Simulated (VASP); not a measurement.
# LiF (Fm-3m) in VASP: further runs

LiF is run at these levels: PBE; tasks: single point.

All numbers are computed with VASP 6.6.1; they aren't measurements. Logs are shortened: lines on timing, memory, paths and dates and some standing lists are left out, and cuts for length are marked.

### Step 1. The cell of the first run

It takes space group Fm-3m (No. 225, cubic). The conventional cell has a = 3.990 Å, b = 3.990 Å, c = 3.990 Å, α = 90.00°, β = 90.00°, γ = 90.00°. Li (site symmetry m-3m) has 6 F at 1.99 Å within 2.6 Å. Within 2.6 Å of F (site symmetry m-3m) lie 6 Li at 1.99 Å.

### Step 2. Single point, PBE

File INCAR:

```
SYSTEM = LiF
PREC     = Accurate       ! precision mode
ENCUT    = 520            ! plane-wave cutoff, eV
EDIFF    = 1E-6           ! SCF threshold, eV
ISMEAR   = 0              ! smearing method
SIGMA    = 0.01           ! smearing width, eV
LREAL    = .False.        ! projectors in reciprocal space
LASPH    = .True.         ! aspherical terms in the spheres
NELM     = 100            ! most SCF steps
ALGO     = Normal         ! electronic algorithm
ISIF     = 2              ! what is computed and relaxed
LWAVE    = .False.        ! write WAVECAR
LCHARG   = .True.         ! write CHGCAR
GGA      = PE             ! functional
LELF     = .True.         ! ELF
LVHAR    = .True.       
NBANDS   = 12             ! bands
```

File KPOINTS:

```
regular mesh
0
Gamma
  6 6 6
  0 0 0
```

File POSCAR:

```
LiF
1.0
    0.0000000000      1.9948717375      1.9948717375
    1.9948717375      0.0000000000      1.9948717375
    1.9948717375      1.9948717375      0.0000000000
Li F
1 1
Direct
    0.0000000000      0.0000000000      0.0000000000
    0.5000000000      0.5000000000      0.5000000000
```

Potentials or basis: VASP PAW PBE potentials, release 64 (Li_sv, F).

The run is started by

```console
$ cat potpaw_PBE.64/Li_sv/POTCAR potpaw_PBE.64/F/POTCAR > POTCAR
$ mpirun -np 1 vasp_std > vasp.out
```

OUTCAR:

```text
SYSTEM = LiF
   PREC = Accurate
   ENCUT = 520
   EDIFF = 1E-6
   ISMEAR = 0
   LREAL = .False.
   LASPH = .True.
   NELM = 100
   ISIF = 2
   GGA = PE

 ion  position               nearest neighbor table
   1  0.000  0.000  0.000-   2 1.99   2 1.99   2 1.99   2 1.99   2 1.99   2 1.99
   2  0.500  0.500  0.500-   1 1.99   1 1.99   1 1.99   1 1.99   1 1.99   1 1.99

  LATTYP: Found a face centered cubic cell.
 ALAT       =     3.9897434750

  Lattice vectors:

 A1 = (   0.0000000000,   1.9948717375,   1.9948717375)
 A2 = (   1.9948717375,   0.0000000000,   1.9948717375)
 A3 = (   1.9948717375,   1.9948717375,   0.0000000000)

Analysis of symmetry for initial positions (statically):
=====================================================================
 Subroutine PRICEL returns:
 Original cell was already a primitive cell.

 Routine SETGRP: Setting up the symmetry group for a
 face centered cubic supercell.

 Subroutine GETGRP returns: Found 48 space group operations
 (whereof 48 operations were pure point group operations)
 out of a pool of 48 trial point group operations.

The static configuration has the point symmetry O_h .

Analysis of symmetry for dynamics (positions and initial velocities):
=====================================================================
 Subroutine PRICEL returns:
 Original cell was already a primitive cell.

 Routine SETGRP: Setting up the symmetry group for a
 face centered cubic supercell.

 Subroutine GETGRP returns: Found 48 space group operations
 (whereof 48 operations were pure point group operations)
 out of a pool of 48 trial point group operations.

The dynamic configuration has the point symmetry O_h .

 Subroutine INISYM returns: Found 48 space group operations
 (whereof 48 operations are pure point group operations),
 and found     1 'primitive' translations

----------------------------------------------------------------------------------------

                                     Primitive cell

  volume of cell :      15.8772

  direct lattice vectors                    reciprocal lattice vectors
     0.000000000  1.994871738  1.994871738    -0.250642681  0.250642681  0.250642681
     1.994871738  0.000000000  1.994871738     0.250642681 -0.250642681  0.250642681
     1.994871738  1.994871738  0.000000000     0.250642681  0.250642681 -0.250642681

  length of vectors
     2.821174666  2.821174666  2.821174666     0.434125858  0.434125858  0.434125858

  position of ions in fractional coordinates (direct lattice)
     0.000000000  0.000000000  0.000000000
     0.500000000  0.500000000  0.500000000

  ion indices of the primitive-cell ions
   primitive index   ion index
                 1           1
                 2           2

----------------------------------------------------------------------------------------

 KPOINTS: regular mesh

Automatic generation of k-mesh.
 Grid dimensions read from file:
 generate k-points for:    6    6    6

 Generating k-lattice:

  Cartesian coordinates                     Fractional coordinates (reciprocal lattice)
    -0.041773780  0.041773780  0.041773780     0.166666667  0.000000000  0.000000000
     0.041773780 -0.041773780  0.041773780     0.000000000  0.166666667  0.000000000
     0.041773780  0.041773780 -0.041773780     0.000000000  0.000000000  0.166666667

  Length of vectors
     0.072354310  0.072354310  0.072354310

  Shift w.r.t. Gamma in fractional coordinates (k-lattice)
     0.000000000  0.000000000  0.000000000

 Subroutine IBZKPT returns following result:
 ===========================================

 Found     16 irreducible k-points:

 Following reciprocal coordinates:
            Coordinates               Weight
  0.000000  0.000000  0.000000      1.000000
  0.166667  0.000000  0.000000      8.000000
  0.333333  0.000000  0.000000      8.000000
  0.500000  0.000000  0.000000      4.000000
  0.166667  0.166667  0.000000      6.000000
  0.333333  0.166667  0.000000     24.000000
[... 8 lines left out ...]
 -0.333333  0.333333  0.166667     24.000000
 -0.333333  0.500000  0.166667     12.000000
   k-points           NKPTS =     16   k-points in BZ     NKDIM =     16   number of bands    NBANDS=     12
   number of dos      NEDOS =    301   number of ions     NIONS =      2
   total plane-waves  NPLWV =  13824
   dimension x,y,z NGX =    24 NGY =   24 NGZ =   24
   dimension x,y,z NGXF=    48 NGYF=   48 NGZF=   48
   ions per type =               1   1
   NGX,Y,Z   is equivalent  to a cutoff of  14.14, 14.14, 14.14 a.u.
   NGXF,Y,Z  is equivalent  to a cutoff of  28.29, 28.29, 28.29 a.u.
 SYSTEM =  LiF
   PREC   = accura    normal or accurate (medium, high low for compatibility)
   ISTART =      0    job   : 0-new  1-cont  2-samecut
   ICHARG =      2    charge: 1-file 2-atom 10-const
   ISPIN  =      1    spin polarized calculation?
   LNONCOLLINEAR =      F non collinear calculations
   LSORBIT =      F    spin-orbit coupling
   LASPH  =      T    aspherical Exc in radial PAW
   ENCUT  =  520.0 eV  38.22 Ry    6.18 a.u.   5.25  5.25  5.25*2*pi/ulx,y,z
   NELM   =    100;   NELMIN=  2; NELMDL= -5     # of ELM steps
   EDIFF  = 0.1E-05   stopping-criterion for ELM
   LREAL  =      F    real-space projection
   EDIFFG = 0.1E-04   stopping-criterion for IOM
   NSW    =      0    number of steps for IOM
   IBRION =     -1    ionic relax: 0-MD 1-quasi-New 2-CG
   NFREE  =      0    steps in history (QN), initial steepest desc. (CG)
   ISIF   =      2    stress and relaxation
   ISYM   =      2    0-nonsym 1-usesym 2-fastsym
   POTIM  = 0.5000    time-step for ionic-motion
   TEBEG  =    0.0;   TEEND  =   0.0 temperature during run
   PSTRESS=    0.0 pullay stress
   NELECT =      10.0000    total number of electrons
   NUPDOWN=      -1.0000    fix difference up-down
   EMIN   =  10.00;   EMAX   =-10.00  energy-range for DOS
   EFERMI =   0.00;   METHOD = LEGACY
   ISMEAR =     0;   SIGMA  =   0.01  broadening in eV -4-tet -1-fermi 0-gaus
   EFERMI_NEDOS =   21; number of points for ismear=-14 and -15
   IALGO  =     38    algorithm
   IMIX   =      4    mixing-type and parameters
     AMIX     =   0.40;   BMIX     =  1.00
     AMIX_MAG =   1.60;   BMIX_MAG =  1.00
  volume/ion in A,a.u.               =       7.94        53.57
  Fermi-wavevector in a.u.,A,eV,Ry     =   1.403298  2.651848 26.793202  1.969245
  Thomas-Fermi vector in A             =   2.525974
   LORBIT       =      0    0 simple, 1 ext, 2 COOP (PROOUT), +10 PAW based schemes
   GGA     = PE    functional components
   LHFCALC =     F    Hartree Fock is set to
   AEXX    =    0.0000 exact exchange contribution
   IVDW    =     0    specifies the selected vdW correction
   LEPSILON=     F    determine dielectric tensor
   LRPA    =     F    only Hartree local field effects (RPA)
 non-spin polarized calculation
 Gauss-broadening in eV      SIGMA  =   0.01
  energy-cutoff  :      520.00
  volume of cell :       15.88
 maximum number of plane-waves:       444
 NGX is ok and might be reduce to    24
   NGX = 11   NGY = 11   NGZ = 11

 number of electron      10.0000000 magnetization

 number of electron       9.9999997 magnetization

 Free energy of the ion-electron system (eV)
  ---------------------------------------------------
  ext. energy  EPLUGINS =         0.00000000
  ---------------------------------------------------
  free energy    TOTEN  =        -9.62825919 eV

  energy without entropy =       -9.62825919  energy(sigma->0) =       -9.62825919

 E-fermi :  -0.6497     XC(G=0): -10.1228

 val. band max:       -0.8419982433   @ k =   0.0000   0.0000   0.0000
 cond. band min:       8.5098929205   @ k =   0.0000   0.0000   0.0000
 fundamental gap:      9.3518911637
 Fermi energy:        -0.6496670708

 k-point     1 :       0.0000    0.0000    0.0000
  band No.  band energies     occupation
      1     -41.7003      2.00000
      2     -20.8958      2.00000
      3      -0.8420      2.00000
      4      -0.8420      2.00000
      5      -0.8420      2.00000
      6       8.5099      0.00000
      7      23.5068      0.00000
      8      23.5068      0.00000
      9      23.5068      0.00000
     10      23.7657      0.00000
     11      23.7657      0.00000
     12      23.7657      0.00000

 k-point     2 :       0.1667    0.0000    0.0000
  band No.  band energies     occupation
      1     -41.6839      2.00000
      2     -20.7884      2.00000
      3      -1.5874      2.00000
      4      -0.9042      2.00000
      5      -0.9042      2.00000
      6       9.2155      0.00000
      7      18.9539      0.00000
      8      21.1605      0.00000
      9      21.1605      0.00000
     10      25.5673      0.00000
     11      25.7241      0.00000
     12      25.7241      0.00000

 k-point     3 :       0.3333    0.0000    0.0000
  band No.  band energies     occupation
      1     -41.6508      2.00000
      2     -20.5608      2.00000
      3      -2.8693      2.00000
      4      -1.0230      2.00000
      5      -1.0230      2.00000
      6      10.0396      0.00000
      7      16.5253      0.00000
      8      19.0579      0.00000
      9      19.0579      0.00000
     10      27.8693      0.00000
     11      28.5812      0.00000
     12      28.5812      0.00000
[... 166 lines left out ...]
 k-point    15 :      -0.3333    0.3333    0.1667
  band No.  band energies     occupation
      1     -41.6207      2.00000
      2     -20.2491      2.00000
      3      -3.1432      2.00000
      4      -2.5798      2.00000
      5      -1.4929      2.00000
      6      12.9091      0.00000
      7      14.7750      0.00000
      8      17.9856      0.00000
      9      18.7413      0.00000
     10      26.7825      0.00000
     11      27.6015      0.00000
     12      35.1314      0.00000

 k-point    16 :      -0.3333    0.5000    0.1667
  band No.  band energies     occupation
      1     -41.6165      2.00000
      2     -20.1757      2.00000
      3      -3.5064      2.00000
      4      -2.4687      2.00000
      5      -1.7205      2.00000
      6      14.2924      0.00000
      7      14.7936      0.00000
      8      16.9002      0.00000
      9      19.0045      0.00000
     10      23.4547      0.00000
     11      31.2263      0.00000
     12      33.6664      0.00000

------------------------ aborting loop because EDIFF is reached ----------------------------------------

  FORCE on cell =-STRESS in cart. coord.  units (eV):
  Direction    XX          YY          ZZ          XY          YZ          ZX
  --------------------------------------------------------------------------------------
  -------------------------------------------------------------------------------------
  Total        0.3934949      0.3934949      0.3934949     -0.0000000      0.0000000     -0.0000000
  in kB       39.7076983     39.7076983     39.7076983     -0.0000000      0.0000000     -0.0000000
  external PRESSURE =      39.7076983 kB  Pullay stress =       0.0000000 kB

 VOLUME and BASIS-vectors are now :
 -----------------------------------------------------------------------------
  energy-cutoff  :      520.00
  volume of cell :       15.88
      direct lattice vectors                 reciprocal lattice vectors
     0.000000000  1.994871738  1.994871738    -0.250642681  0.250642681  0.250642681
     1.994871738  0.000000000  1.994871738     0.250642681 -0.250642681  0.250642681
     1.994871738  1.994871738  0.000000000     0.250642681  0.250642681 -0.250642681

 POSITION                                       TOTAL-FORCE (eV/Angst)
 -----------------------------------------------------------------------------------
      0.00000      0.00000      0.00000        -0.000000     -0.000000      0.000000
      1.99487      1.99487      1.99487         0.000000      0.000000     -0.000000
 -----------------------------------------------------------------------------------
    total drift:                               -0.000000     -0.000000      0.000000

  FREE ENERGIE OF THE ION-ELECTRON SYSTEM (eV)
  ---------------------------------------------------
  free  energy   TOTEN  =        -9.6282591909 eV

  energy  without entropy=       -9.6282591909  energy(sigma->0) =       -9.62825919
```

Run time: 3.1 s. Hardware: 1 thread of AMD EPYC 9R45 (Zen 5), shared host; peak memory 0.1 GiB.

What came out:

* Free energy: -9.6283 eV
* Band gap on the k mesh: 9.35 eV

Caveat: the k points lie up to 0.45 Å⁻¹ apart; the cutoff is under 1.25 times the usual one of these potentials, so pressure, stress and relaxed cells hold a basis-set (Pulay) error.

### Step 3. Single point, PBE (strain -4.0%)

File INCAR:

```
PREC     = Accurate       # precision mode
ENCUT    = 520            # plane-wave cutoff, eV
EDIFF    = 1E-6           # SCF threshold, eV
ISMEAR   = 0              # smearing method
SIGMA    = 0.01           # smearing width, eV
LREAL    = F              # projectors in reciprocal space
LASPH    = T              # aspherical terms in the spheres
NELM     = 60             # most SCF steps
ALGO     = Normal         # electronic algorithm
ISIF     = 2              # what is computed and relaxed
LWAVE    = F              # write WAVECAR
LCHARG   = F              # write CHGCAR
GGA      = PE             # functional
NBANDS   = 12             # bands
```

File KPOINTS:

```
regular mesh
0
Gamma
  6 6 6
```

File POSCAR:

```
LiF
1.0
    0.0000000000      1.9150768680      1.9150768680
    1.9150768680      0.0000000000      1.9150768680
    1.9150768680      1.9150768680      0.0000000000
Li F
1 1
Direct
    0.0000000000      0.0000000000      0.0000000000
    0.5000000000      0.5000000000      0.5000000000
```

Potentials or basis: VASP PAW PBE potentials, release 64 (Li_sv, F).

The run is started by

```console
$ cat potpaw_PBE.64/Li_sv/POTCAR potpaw_PBE.64/F/POTCAR > POTCAR
$ mpirun -np 1 vasp_std > vasp.out
```

OUTCAR:

```text
PREC = Accurate
   ENCUT = 520
   EDIFF = 1E-6
   ISMEAR = 0
   LREAL = F
   LASPH = T
   NELM = 60
   ISIF = 2
   GGA = PE

 ion  position               nearest neighbor table
   1  0.000  0.000  0.000-   2 1.92   2 1.92   2 1.92   2 1.92   2 1.92   2 1.92
   2  0.500  0.500  0.500-   1 1.92   1 1.92   1 1.92   1 1.92   1 1.92   1 1.92

  LATTYP: Found a face centered cubic cell.
 ALAT       =     3.8301537360

  Lattice vectors:

 A1 = (   0.0000000000,   1.9150768680,   1.9150768680)
 A2 = (   1.9150768680,   0.0000000000,   1.9150768680)
 A3 = (   1.9150768680,   1.9150768680,   0.0000000000)

Analysis of symmetry for initial positions (statically):
=====================================================================
 Subroutine PRICEL returns:
 Original cell was already a primitive cell.

 Routine SETGRP: Setting up the symmetry group for a
 face centered cubic supercell.

 Subroutine GETGRP returns: Found 48 space group operations
 (whereof 48 operations were pure point group operations)
 out of a pool of 48 trial point group operations.

The static configuration has the point symmetry O_h .
[... 164 lines left out ...]
      2     -20.4313      2.00000
      3      -0.0054      2.00000
      4      -0.0054      2.00000
      5      -0.0054      2.00000
      6      10.5653      0.00000
      7      25.8351      0.00000
      8      25.8351      0.00000
      9      25.8351      0.00000
     10      26.0195      0.00000
     11      26.0195      0.00000
     12      26.0195      0.00000
[... 211 lines left out ...]
 k-point    16 :      -0.3333    0.5000    0.1667
  band No.  band energies     occupation
      1     -40.5207      2.00000
      2     -19.5220      2.00000
      3      -3.1827      2.00000
      4      -1.9571      2.00000
      5      -1.0322      2.00000
      6      16.2734      0.00000
      7      16.5187      0.00000
      8      19.0631      0.00000
      9      21.4980      0.00000
     10      25.8113      0.00000
     11      34.0834      0.00000
     12      37.4295      0.00000

------------------------ aborting loop because EDIFF is reached ----------------------------------------

  FORCE on cell =-STRESS in cart. coord.  units (eV):
  Direction    XX          YY          ZZ          XY          YZ          ZX
  --------------------------------------------------------------------------------------
  -------------------------------------------------------------------------------------
  Total        1.5156730      1.5156730      1.5156730      0.0000000      0.0000000     -0.0000000
  in kB      172.8731169    172.8731169    172.8731169      0.0000000      0.0000000     -0.0000000
  external PRESSURE =     172.8731169 kB  Pullay stress =       0.0000000 kB

 VOLUME and BASIS-vectors are now :
 -----------------------------------------------------------------------------
  energy-cutoff  :      520.00
  volume of cell :       14.05
      direct lattice vectors                 reciprocal lattice vectors
     0.000000000  1.915076868  1.915076868    -0.261086126  0.261086126  0.261086126
     1.915076868  0.000000000  1.915076868     0.261086126 -0.261086126  0.261086126
     1.915076868  1.915076868  0.000000000     0.261086126  0.261086126 -0.261086126

 POSITION                                       TOTAL-FORCE (eV/Angst)
 -----------------------------------------------------------------------------------
      0.00000      0.00000      0.00000        -0.000000     -0.000000     -0.000000
      1.91508      1.91508      1.91508         0.000000      0.000000      0.000000
 -----------------------------------------------------------------------------------
    total drift:                                0.000000      0.000000      0.000000

  FREE ENERGIE OF THE ION-ELECTRON SYSTEM (eV)
  ---------------------------------------------------
  free  energy   TOTEN  =        -9.5072363338 eV

  energy  without entropy=       -9.5072363338  energy(sigma->0) =       -9.50723633
```

OSZICAR:

```text
N       E                     dE             d eps       ncg     rms          rms(c)
DAV:   1     0.331562385000E+02    0.33156E+02   -0.54933E+03   408   0.859E+02
DAV:   2    -0.899719875852E+01   -0.42153E+02   -0.41065E+02   456   0.197E+02
DAV:   3    -0.100197746375E+02   -0.10226E+01   -0.10204E+01   504   0.268E+01
DAV:   4    -0.100288356179E+02   -0.90610E-02   -0.90606E-02   432   0.280E+00
DAV:   5    -0.100289197182E+02   -0.84100E-04   -0.84100E-04   472   0.200E-01    0.459E+00
DAV:   6    -0.949515267762E+01    0.53377E+00   -0.23024E+00   424   0.988E+00    0.130E+00
DAV:   7    -0.950086875442E+01   -0.57161E-02   -0.26771E-02   488   0.142E+00    0.840E-01
DAV:   8    -0.950716820836E+01   -0.62995E-02   -0.12912E-02   476   0.120E+00    0.104E-01
DAV:   9    -0.950716370872E+01    0.44996E-05   -0.80846E-04   436   0.267E-01    0.391E-02
DAV:  10    -0.950723955476E+01   -0.75846E-04   -0.93944E-05   428   0.810E-02    0.133E-02
DAV:  11    -0.950723698314E+01    0.25716E-05   -0.46862E-06   496   0.203E-02    0.419E-03
DAV:  12    -0.950723633384E+01    0.64931E-06   -0.52047E-07   412   0.656E-03
   1 F= -.95072363E+01 E0= -.95072363E+01  d E =-.375642E-61
```

It took 2.1 s on 1 thread of AMD EPYC 9R45 (Zen 5), shared host; peak memory 0.08 GiB.

What came out:

| Quantity | Value |
| --- | --- |
| Free energy | -9.5072 eV |
| Band gap on the k mesh | 10.57 eV |

Caveat: the k points lie up to 0.47 Å⁻¹ apart; the cell differs from its parent crystal (strain -4.0%); the cutoff is under 1.25 times the usual one of these potentials, so pressure, stress and relaxed cells hold a basis-set (Pulay) error.

[end of part 1 of 2]
